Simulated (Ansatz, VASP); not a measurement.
# SnO3: VASP beside Ansatz

```
Sn O
1.0
     3.42756    0.00000    0.00000
     0.00000    3.42756    0.00000
     0.00000    0.00000    3.42756
Sn O
1 3
Cartesian
  0.0000 0.0000 0.0000
  0.0000 1.7138 1.7138
  1.7138 0.0000 1.7138
  1.7138 1.7138 0.0000
```

Change from the starting cell: species swapped into the Dy3Al type (Pm-3m, No. 221).

Alike in both runs: functional PBE; k mesh 6 × 6 × 6; occupations gaussian, width 0.1 eV; no spin polarisation.

Ansatz relaxed the structure, and its values are those at the end. VASP's run is a single point on that final structure, the one shown.

|  | VASP | Ansatz |
| --- | --- | --- |
| version | VASP 6.6.1 | Ansatz 0.2.0 |
| potentials or method | VASP PAW PBE potentials, release 64 (Sn_d, O), cutoff 520 eV | scalar-relativistic, plane waves, PAW |
| valence electrons in the cell | 32 | 32 |

VASP gave:

```
gap on the k mesh at the Fermi level (eV) : none
pressure (GPa)                            : 0.2
```

Problem. What did Ansatz give for the same quantities?

Solution. gap on the k mesh at the Fermi level (eV): none; pressure (GPa): 0.1.

A gap of «none» marks a metal or a gap that the smearing closes.
